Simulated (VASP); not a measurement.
# Ga3S2 (R-3m) in VASP: further runs

Runs on Ga3S2. Level: PBE. Tasks: single point, relaxation of cell and atoms.

Program: VASP 6.6.1. These are calculated values, not measurements. Logs are shortened: lines on timing, memory, paths and dates and some standing lists are left out, and cuts for length are marked.

## 1. The cell of the first run

Symmetry: R-3m, No. 166, trigonal system. Conventional cell: a = 3.753 Å, b = 3.753 Å, c = 24.534 Å, α = 90.00°, β = 90.00°, γ = 120.00°. Ga (site symmetry -3m) has 6 S at 2.80 Å and 12 Ga at 3.75 to 3.79 Å within 3.8 Å. Within 3.4 Å of Ga (site symmetry 3m) lie 3 S at 2.55 Å and 3 Ga at 2.92 Å. Within 3.4 Å of S (site symmetry 3m) lie 6 Ga at 2.55 to 2.80 Å.

The cell was generated, and may not be a known phase.

## 2. Single point, PBE

INCAR

```
  PREC = Accurate
  ENCUT = 520
  EDIFF = 1E-6
  ISMEAR = 0
  SIGMA = 0.2
  LREAL = False
  LASPH = True
  NELM = 100
  ALGO = Normal
  ISIF = 2
  LWAVE = False
  LCHARG = True
  GGA = PE
  LELF = True
  LVHAR = True
  NBANDS = 34
```

KPOINTS

```
Automatic mesh
0
Gamma
  5 5 5
```

POSCAR

```
Ga3S2
1.0
    1.8765810500      1.0834445744      8.1780699551
   -1.8765810500      1.0834445744      8.1780699551
    0.0000000000     -2.1668891487      8.1780699551
Ga S
3 2
Direct
    0.0000000000      0.0000000000      0.0000000000
    0.2066763882      0.2066763882      0.2066763882
    0.7933236118      0.7933236118      0.7933236118
    0.4054619267      0.4054619267      0.4054619267
    0.5945380733      0.5945380733      0.5945380733
```

Potentials or basis: VASP PAW PBE potentials, release 64 (Ga_d, S).

Run with:

```
$ cat potpaw_PBE.64/Ga_d/POTCAR potpaw_PBE.64/S/POTCAR > POTCAR
$ mpirun -np 1 vasp_std > vasp.out
```

OUTCAR:

```text
PREC = Accurate
   ENCUT = 520
   EDIFF = 1E-6
   ISMEAR = 0
   LREAL = False
   LASPH = True
   NELM = 100
   ISIF = 2
   GGA = PE

 ion  position               nearest neighbor table
   1  0.000  0.000  0.000-   5 2.80   5 2.80   4 2.80   4 2.80   5 2.80   4 2.80
   2  0.207  0.207  0.207-   5 2.55   5 2.55   5 2.55
   3  0.793  0.793  0.793-   4 2.55   4 2.55   4 2.55
   4  0.405  0.405  0.405-   3 2.55   3 2.55   3 2.55   1 2.80   1 2.80   1 2.80
   5  0.595  0.595  0.595-   2 2.55   2 2.55   2 2.55   1 2.80   1 2.80   1 2.80

  LATTYP: Found a trigonal (rhomboedric) cell.
 ALAT       =     8.4602740366
 COS(alpha) =     0.9015998439

  Lattice vectors:

 A1 = (   1.8765810500,   1.0834445744,   8.1780699551)
 A2 = (  -1.8765810500,   1.0834445744,   8.1780699551)
 A3 = (   0.0000000000,  -2.1668891487,   8.1780699551)

Analysis of symmetry for initial positions (statically):
=====================================================================
 Subroutine PRICEL returns:
 Original cell was already a primitive cell.

 Routine SETGRP: Setting up the symmetry group for a
 trigonal (rhombohedral) supercell.

 Subroutine GETGRP returns: Found 12 space group operations
 (whereof 12 operations were pure point group operations)
 out of a pool of 12 trial point group operations.

The static configuration has the point symmetry D_3d.

Analysis of symmetry for dynamics (positions and initial velocities):
=====================================================================
 Subroutine PRICEL returns:
 Original cell was already a primitive cell.

 Routine SETGRP: Setting up the symmetry group for a
 trigonal (rhombohedral) supercell.

 Subroutine GETGRP returns: Found 12 space group operations
 (whereof 12 operations were pure point group operations)
 out of a pool of 12 trial point group operations.

The dynamic configuration has the point symmetry D_3d.

 Subroutine INISYM returns: Found 12 space group operations
 (whereof 12 operations are pure point group operations),
 and found     1 'primitive' translations

----------------------------------------------------------------------------------------

                                     Primitive cell

  volume of cell :      99.7645

  direct lattice vectors                    reciprocal lattice vectors
     1.876581050  1.083444574  8.178069955     0.266441996  0.153830358  0.040759413
    -1.876581050  1.083444574  8.178069955    -0.266441996  0.153830358  0.040759413
     0.000000000 -2.166889149  8.178069955     0.000000000 -0.307660716  0.040759413

  length of vectors
     8.460274037  8.460274037  8.460274037     0.310348910  0.310348910  0.310348910

  position of ions in fractional coordinates (direct lattice)
     0.000000000  0.000000000  0.000000000
     0.206676388  0.206676388  0.206676388
     0.793323612  0.793323612  0.793323612
     0.405461927  0.405461927  0.405461927
     0.594538073  0.594538073  0.594538073

  ion indices of the primitive-cell ions
   primitive index   ion index
                 1           1
                 2           2
                 3           3
                 4           4
                 5           5

----------------------------------------------------------------------------------------

 KPOINTS: Automatic mesh

Automatic generation of k-mesh.
 Grid dimensions read from file:
 generate k-points for:    5    5    5

 Generating k-lattice:

  Cartesian coordinates                     Fractional coordinates (reciprocal lattice)
     0.053288399  0.030766072  0.008151883     0.200000000 -0.000000000  0.000000000
    -0.053288399  0.030766072  0.008151883    -0.000000000  0.200000000  0.000000000
     0.000000000 -0.061532143  0.008151883     0.000000000  0.000000000  0.200000000

  Length of vectors
     0.062069782  0.062069782  0.062069782

  Shift w.r.t. Gamma in fractional coordinates (k-lattice)
     0.000000000  0.000000000  0.000000000

 Subroutine IBZKPT returns following result:
 ===========================================

 Found     19 irreducible k-points:

 Following reciprocal coordinates:
            Coordinates               Weight
  0.000000  0.000000  0.000000      1.000000
  0.200000 -0.000000  0.000000      6.000000
  0.400000 -0.000000  0.000000      6.000000
  0.200000  0.200000  0.000000      6.000000
  0.400000  0.200000  0.000000     12.000000
 -0.400000  0.200000 -0.000000     12.000000
[... 11 lines left out ...]
  0.400000  0.400000  0.400000      2.000000
 -0.400000  0.400000  0.400000      6.000000
   k-points           NKPTS =     19   k-points in BZ     NKDIM =     19   number of bands    NBANDS=     34
   number of dos      NEDOS =    301   number of ions     NIONS =      5
   total plane-waves  NPLWV = 262144
   dimension x,y,z NGX =    64 NGY =   64 NGZ =   64
   dimension x,y,z NGXF=   128 NGYF=  128 NGZF=  128
   ions per type =               3   2
   NGX,Y,Z   is equivalent  to a cutoff of  12.58, 12.58, 12.58 a.u.
   NGXF,Y,Z  is equivalent  to a cutoff of  25.15, 25.15, 25.15 a.u.
 SYSTEM =  unknown system
   PREC   = accura    normal or accurate (medium, high low for compatibility)
   ISTART =      0    job   : 0-new  1-cont  2-samecut
   ICHARG =      2    charge: 1-file 2-atom 10-const
   ISPIN  =      1    spin polarized calculation?
   LNONCOLLINEAR =      F non collinear calculations
   LSORBIT =      F    spin-orbit coupling
   LASPH  =      T    aspherical Exc in radial PAW
   ENCUT  =  520.0 eV  38.22 Ry    6.18 a.u.  15.73 15.73 15.73*2*pi/ulx,y,z
   NELM   =    100;   NELMIN=  2; NELMDL= -5     # of ELM steps
   EDIFF  = 0.1E-05   stopping-criterion for ELM
   LREAL  =      F    real-space projection
   EDIFFG = 0.1E-04   stopping-criterion for IOM
   NSW    =      0    number of steps for IOM
   IBRION =     -1    ionic relax: 0-MD 1-quasi-New 2-CG
   NFREE  =      0    steps in history (QN), initial steepest desc. (CG)
   ISIF   =      2    stress and relaxation
   ISYM   =      2    0-nonsym 1-usesym 2-fastsym
   POTIM  = 0.5000    time-step for ionic-motion
   TEBEG  =    0.0;   TEEND  =   0.0 temperature during run
   PSTRESS=    0.0 pullay stress
   NELECT =      51.0000    total number of electrons
   NUPDOWN=      -1.0000    fix difference up-down
   EMIN   =  10.00;   EMAX   =-10.00  energy-range for DOS
   EFERMI =   0.00;   METHOD = LEGACY
   ISMEAR =     0;   SIGMA  =   0.20  broadening in eV -4-tet -1-fermi 0-gaus
   EFERMI_NEDOS =   21; number of points for ismear=-14 and -15
   IALGO  =     38    algorithm
   IMIX   =      4    mixing-type and parameters
     AMIX     =   0.40;   BMIX     =  1.00
     AMIX_MAG =   1.60;   BMIX_MAG =  1.00
  volume/ion in A,a.u.               =      19.95       134.65
  Fermi-wavevector in a.u.,A,eV,Ry     =   1.309000  2.473651 23.313311  1.713480
  Thomas-Fermi vector in A             =   2.439628
   LORBIT       =      0    0 simple, 1 ext, 2 COOP (PROOUT), +10 PAW based schemes
   GGA     = PE    functional components
   LHFCALC =     F    Hartree Fock is set to
   AEXX    =    0.0000 exact exchange contribution
   IVDW    =     0    specifies the selected vdW correction
   LEPSILON=     F    determine dielectric tensor
   LRPA    =     F    only Hartree local field effects (RPA)
 non-spin polarized calculation
 Gauss-broadening in eV      SIGMA  =   0.20
  energy-cutoff  :      520.00
  volume of cell :       99.76
 maximum number of plane-waves:      2703
   NGX = 31   NGY = 31   NGZ = 31

 number of electron      51.0000000 magnetization

 Free energy of the ion-electron system (eV)
  ---------------------------------------------------
  ext. energy  EPLUGINS =         0.00000000
  ---------------------------------------------------
  free energy    TOTEN  =       -18.64901422 eV

  energy without entropy =      -18.61528352  energy(sigma->0) =      -18.63214887

 E-fermi :   4.9716     XC(G=0): -10.2422

 val. band max:        4.9233050429   @ k =  -0.4000  -0.4000   0.2000
 cond. band min:       5.0071901543   @ k =  -0.4000   0.4000   0.2000
 fundamental gap:      0.0838851114
 Fermi energy:         4.9715517358

 k-point     1 :       0.0000    0.0000    0.0000
  band No.  band energies     occupation
      1      -9.7945      2.00000
      2      -9.7945      2.00000
      3      -9.7436      2.00000
      4      -9.7217      2.00000
      5      -9.7217      2.00000
      6      -9.6340      2.00000
[... 26 lines left out ...]
     33      12.5587      0.00000
     34      12.7527      0.00000

 k-point     2 :       0.2000   -0.0000    0.0000
  band No.  band energies     occupation
      1      -9.8575      2.00000
      2      -9.7879      2.00000
      3      -9.7578      2.00000
      4      -9.7145      2.00000
      5      -9.7019      2.00000
      6      -9.6967      2.00000
[... 26 lines left out ...]
     33      10.7297      0.00000
     34      11.1137      0.00000

 k-point     3 :       0.4000   -0.0000    0.0000
  band No.  band energies     occupation
      1      -9.9049      2.00000
      2      -9.8543      2.00000
      3      -9.7815      2.00000
      4      -9.7344      2.00000
      5      -9.6688      2.00000
      6      -9.6649      2.00000
[... 26 lines left out ...]
     33      11.3024      0.00000
     34      12.0150      0.00000
[... 519 lines left out ...]
 k-point    18 :       0.4000    0.4000    0.4000
  band No.  band energies     occupation
      1      -9.7941      2.00000
      2      -9.7941      2.00000
      3      -9.7454      2.00000
      4      -9.7221      2.00000
      5      -9.7221      2.00000
      6      -9.6334      2.00000
[... 26 lines left out ...]
     33      11.2136      0.00000
     34      11.2312      0.00000

 k-point    19 :      -0.4000    0.4000    0.4000
  band No.  band energies     occupation
      1      -9.8642      2.00000
      2      -9.7880      2.00000
      3      -9.7562      2.00000
      4      -9.7150      2.00000
      5      -9.7023      2.00000
      6      -9.6914      2.00000
[... 26 lines left out ...]
     33      11.5801      0.00000
     34      11.8655      0.00000

------------------------ aborting loop because EDIFF is reached ----------------------------------------

  FORCE on cell =-STRESS in cart. coord.  units (eV):
  Direction    XX          YY          ZZ          XY          YZ          ZX
  --------------------------------------------------------------------------------------
  -------------------------------------------------------------------------------------
  Total       -0.0271444     -0.0271444      0.1052615      0.0000000      0.0000000     -0.0000000
  in kB       -0.4359272     -0.4359272      1.6904571      0.0000000      0.0000000     -0.0000000
  external PRESSURE =       0.2728675 kB  Pullay stress =       0.0000000 kB

 VOLUME and BASIS-vectors are now :
 -----------------------------------------------------------------------------
  energy-cutoff  :      520.00
  volume of cell :       99.76
      direct lattice vectors                 reciprocal lattice vectors
     1.876581050  1.083444574  8.178069955     0.266441996  0.153830358  0.040759413
    -1.876581050  1.083444574  8.178069955    -0.266441996  0.153830358  0.040759413
     0.000000000 -2.166889149  8.178069955     0.000000000 -0.307660716  0.040759413

 POSITION                                       TOTAL-FORCE (eV/Angst)
 -----------------------------------------------------------------------------------
      0.00000      0.00000      0.00000         0.000000     -0.000000     -0.000000
      0.00000      0.00000      5.07064         0.000000     -0.000000     -0.064863
      0.00000      0.00000     19.46357         0.000000      0.000000      0.064863
      0.00000      0.00000      9.94769         0.000000      0.000000      0.046776
      0.00000      0.00000     14.58652         0.000000     -0.000000     -0.046776
 -----------------------------------------------------------------------------------
    total drift:                                0.000000     -0.000000      0.000000

  FREE ENERGIE OF THE ION-ELECTRON SYSTEM (eV)
  ---------------------------------------------------
  free  energy   TOTEN  =       -18.6490142249 eV

  energy  without entropy=      -18.6152835157  energy(sigma->0) =      -18.63214887
```

Run time: 3 min. Hardware: 1 thread of AMD EPYC 9R45 (Zen 5), shared host; peak memory 0.49 GiB.

What came out:

```yaml
Free_energy: -18.6490 eV
Pressure: 0.0 GPa
Largest_force: 0.065 eV/Å
Band_gap_on_the_k_mesh: zero (an odd number of electrons rules out a gap without spin polarisation)
```

Forces in eV/Å, atoms in the order of the input:
```
Ga   0.000  0.000  0.000
Ga   0.000  0.000 -0.065
Ga   0.000  0.000  0.065
S    0.000  0.000  0.047
S    0.000  0.000 -0.047
```

Stress tensor (GPa, compression positive):
```
-0.04  0.00  0.00
 0.00 -0.04  0.00
 0.00  0.00  0.17
```

Caveat: the k points lie up to 0.39 Å⁻¹ apart, too coarse for converged energies and pressures of a metal.

## 3. Relaxation of cell and atoms, PBE

This run uses another cell than the first one, of 19.87 Å³/atom.

INCAR

```
SYSTEM = Ga3S2
PREC = Accurate ; ENCUT = 600
EDIFF = 1E-7 ; ISMEAR = 0
SIGMA = 0.2 ; LREAL = .False.
LASPH = .True. ; NELM = 60
ALGO = Normal ; ISIF = 3
LWAVE = .False. ; LCHARG = .False.
GGA = PE ; IBRION = 2
NSW = 36 ; EDIFFG = -0.08
```

KPOINTS

```
Automatic mesh
0
Gamma
  5 5 5
  0 0 0
```

POSCAR

```
Ga3S2
1.0
    1.8396097900      1.0620992100      8.4767984000
   -1.8396097900      1.0620992100      8.4767984000
    0.0000000000     -2.1241984200      8.4767984000
Ga S
3 2
Direct
    0.0000000000      0.0000000000      0.0000000000
    0.2117000100      0.2117000100      0.2117000100
    0.7882999900      0.7882999900      0.7882999900
    0.4007999900      0.4007999900      0.4007999900
    0.5992000100      0.5992000100      0.5992000100
```

Potentials or basis: VASP PAW PBE potentials, release 64 (Ga_d, S).

Run with:

```
$ cat potpaw_PBE.64/Ga_d/POTCAR potpaw_PBE.64/S/POTCAR > POTCAR
$ mpirun -np 1 vasp_std > vasp.out
```

OUTCAR:

```text
SYSTEM = Ga3S2
   PREC = Accurate
   ENCUT = 600
   EDIFF = 1E-7
   ISMEAR = 0
   LREAL = .False.
   LASPH = .True.
   NELM = 60
   ISIF = 3
   GGA = PE
   IBRION = 2
   NSW = 36
   EDIFFG = -0.08

 ion  position               nearest neighbor table
   1  0.000  0.000  0.000-   5 2.73   5 2.73   4 2.73   4 2.73   5 2.73   4 2.73
   2  0.212  0.212  0.212-   5 2.53   5 2.53   5 2.53
   3  0.788  0.788  0.788-   4 2.53   4 2.53   4 2.53
   4  0.401  0.401  0.401-   3 2.53   3 2.53   3 2.53   1 2.73   1 2.73   1 2.73
   5  0.599  0.599  0.599-   2 2.53   2 2.53   2 2.53   1 2.73   1 2.73   1 2.73

  LATTYP: Found a trigonal (rhomboedric) cell.
 ALAT       =     8.7388975292
 COS(alpha) =     0.9113725758

  Lattice vectors:

 A1 = (   1.8396097900,   1.0620992100,   8.4767984000)
 A2 = (  -1.8396097900,   1.0620992100,   8.4767984000)
 A3 = (   0.0000000000,  -2.1241984200,   8.4767984000)

Analysis of symmetry for initial positions (statically):
=====================================================================
 Subroutine PRICEL returns:
 Original cell was already a primitive cell.

 Routine SETGRP: Setting up the symmetry group for a
[... 157 lines left out ...]
 NGX is ok and might be reduce to    70
   NGX = 35   NGY = 35   NGZ = 35

--------------------------------------- Ionic step        1  -------------------------------------------

 number of electron      51.0000004 magnetization

 Free energy of the ion-electron system (eV)
  ---------------------------------------------------
  ext. energy  EPLUGINS =         0.00000000
  ---------------------------------------------------
  free energy    TOTEN  =       -18.50574402 eV

  energy without entropy =      -18.47989673  energy(sigma->0) =      -18.49282038

------------------------ aborting loop because EDIFF is reached ----------------------------------------

  FORCE on cell =-STRESS in cart. coord.  units (eV):
  Direction    XX          YY          ZZ          XY          YZ          ZX
  --------------------------------------------------------------------------------------
  -------------------------------------------------------------------------------------
  Total        1.5112012      1.5112012     -0.4106724      0.0000000      0.0000000      0.0000000
  in kB       24.3645821     24.3645822     -6.6211310      0.0000000      0.0000000      0.0000000
  external PRESSURE =      14.0360111 kB  Pullay stress =       0.0000000 kB
[... 260 lines left out ...]
--------------------------------------- Ionic step        8  -------------------------------------------

 number of electron      51.0000004 magnetization

 Free energy of the ion-electron system (eV)
  ---------------------------------------------------
  ext. energy  EPLUGINS =         0.00000000
  ---------------------------------------------------
  free energy    TOTEN  =       -18.64622653 eV

  energy without entropy =      -18.60834228  energy(sigma->0) =      -18.62728441

 E-fermi :   5.0906     XC(G=0): -10.3064

 val. band max:        5.0903626007   @ k =   0.2000   0.2000   0.2000
 cond. band min:       5.3543566710   @ k =  -0.2000   0.2000   0.2000
 fundamental gap:      0.2639940703
 Fermi energy:         5.0905988175

 k-point     1 :       0.0000    0.0000    0.0000
  band No.  band energies     occupation
      1      -9.6895      2.00000
      2      -9.6895      2.00000
      3      -9.6334      2.00000
      4      -9.6093      2.00000
      5      -9.6093      2.00000
      6      -9.5112      2.00000
[... 648 lines left out ...]
  FREE ENERGIE OF THE ION-ELECTRON SYSTEM (eV)
  ---------------------------------------------------
  free  energy   TOTEN  =       -18.6462265349 eV

  energy  without entropy=      -18.6083422822  energy(sigma->0) =      -18.62728441

 reached required accuracy - stopping structural energy minimisation
```

OSZICAR:

```text
N       E                     dE             d eps       ncg     rms          rms(c)
DAV:   1     0.430603866883E+03    0.43060E+03   -0.26695E+04  1184   0.291E+03
[... 88 lines left out ...]
DAV:   3    -0.186502474574E+02    0.85889E-02   -0.31717E-02  1686   0.183E+00    0.456E-01
DAV:   4    -0.186462777351E+02    0.39697E-02   -0.43831E-03  1912   0.789E-01    0.101E-01
DAV:   5    -0.186462240089E+02    0.53726E-04   -0.13018E-03  1300   0.310E-01    0.692E-02
DAV:   6    -0.186462262636E+02   -0.22547E-05   -0.48055E-05  1468   0.735E-02    0.510E-02
DAV:   7    -0.186462263509E+02   -0.87223E-07   -0.64325E-06  1512   0.261E-02    0.197E-02
DAV:   8    -0.186462264884E+02   -0.13756E-06   -0.11574E-06  1466   0.145E-02    0.426E-03
DAV:   9    -0.186462265349E+02   -0.46521E-07   -0.25937E-07   976   0.631E-03
   8 F= -.18646227E+02 E0= -.18627284E+02  d E =-.210321E-01
```

Wall time 24 min (1 thread of AMD EPYC 9R45 (Zen 5), shared host); peak memory 0.75 GiB.

Results:

```
Free energy                           : -18.6462 eV
Relaxed volume                        : 19.70 Å³/atom
Relaxed cell                          : a = 8.352 Å, b = 8.352 Å, c = 8.352 Å, α = 25.99°, β = 25.99°, γ = 25.99°
Space group after relaxing (to 0.1 Å) : R-3m (No. 166)
Energy gained by relaxing             : 28.1 meV/atom
Ionic steps                           : 8
Pressure after relaxing               : 0.3 GPa
Largest force after relaxing          : 0.026 eV/Å
Band gap on the k mesh                : zero (an odd number of electrons rules out a gap without spin polarisation)
```

Forces in eV/Å, atoms in the order of the input:
```
Ga   0.000  0.000  0.000
Ga   0.000  0.000 -0.026
Ga   0.000  0.000  0.026
S    0.000  0.000  0.014
S    0.000  0.000 -0.014
```

Step by step:
```tsv
step	energy change (eV)	largest force (eV/Å)	pressure (GPa)	volume (Å³)
1	0.0000	0.4169	1.40	99.37
2	-0.0500	0.2994	-0.19	101.89
3	-0.0632	0.3092	-1.41	104.11
4	-0.0999	0.1969	-0.99	102.59
5	-0.1183	0.2752	0.04	100.00
6	-0.1195	0.2631	-0.17	100.50
7	-0.1340	0.1579	0.04	99.57
8	-0.1405	0.0259	0.33	98.51
```

Final structure:
```
Ga S
1.0
     1.87776    1.08413    8.06531
    -1.87776    1.08413    8.06531
     0.00000   -2.16825    8.06531
Ga S
3 2
Direct
  0.00000 0.00000 0.00000
  0.20595 0.20595 0.20595
  0.79405 0.79405 0.79405
  0.40499 0.40499 0.40499
  0.59501 0.59501 0.59501
```

Caveat: the k points lie up to 0.39 Å⁻¹ apart in the final cell, too coarse for converged energies and pressures of a metal.

(Part 1 of 2 ends here.)

The gap in the log of VASP goes by the Fermi energy; the results here count the filled bands.